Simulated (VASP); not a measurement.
The system is La3AsPt2.

```
La As Pt
1.0
     6.63361    0.00000    0.00000
    -3.31681    5.74488    0.00000
     0.00000    0.00000    3.58986
La As Pt
3 1 2
Direct
  0.50000 0.00000 0.50000
  0.50000 0.50000 0.50000
  0.00000 0.50000 0.50000
  0.00000 0.00000 0.00000
  0.33333 0.66667 0.00000
  0.66667 0.33333 0.00000
```

The cell was generated, and may not be a known phase.

| Property | Result |
| --- | --- |
| Program | VASP 6.6.1 |
| Task | relaxation of cell and atoms |
| Functional | PBE |
| Potentials or basis | VASP PAW PBE potentials, release 64 (La, As, Pt) |
| Cutoff | 600 eV |
| k mesh | 3 × 3 × 6 |
| Occupations | gaussian, width 0.1 eV |
| Spin | no spin polarisation |

At the start: pressure 37.7 GPa; volume 22.80 Å³/atom.

Task: How do energy, volume and symmetry change on relaxing?

Result: Over 11 steps the energy falls by 802.1 meV/atom and the volume is 32.13 Å³/atom (+40.9 %); space group P6/mmm (No. 191, to 0.1 Å) before and after.

The path:
```csv
step,energy change (eV),largest force (eV/Å),pressure (GPa),volume (Å³)
1,0.0000,0.0000,37.70,136.81
2,-0.9121,0.0000,-9.64,272.12
3,-4.7275,0.0000,-0.81,191.37
4,-4.7392,0.0000,-0.08,188.94
5,-4.7405,0.0000,0.32,187.68
6,-4.7883,0.0000,0.26,189.46
7,-4.8103,0.0000,0.21,191.33
8,-4.8123,0.0000,0.19,192.04
9,-4.8123,0.0000,0.18,192.12
10,-4.8123,0.0000,-0.19,193.39
11,-4.8127,0.0000,0.00,192.76
```

Final structure:
```
La As Pt
1.0
     7.48395    0.00000    0.00000
    -3.74198    6.48129    0.00000
     0.00000    0.00000    3.97390
La As Pt
3 1 2
Direct
  0.50000 0.00000 0.50000
  0.50000 0.50000 0.50000
  0.00000 0.50000 0.50000
  0.00000 0.00000 0.00000
  0.33333 0.66667 0.00000
  0.66667 0.33333 0.00000
```

Caveat: the k points lie up to 0.32 Å⁻¹ apart in the final cell, too coarse for converged energies and pressures of a metal; the volume moved by over 15 % at a fixed basis, so the end points are rough.
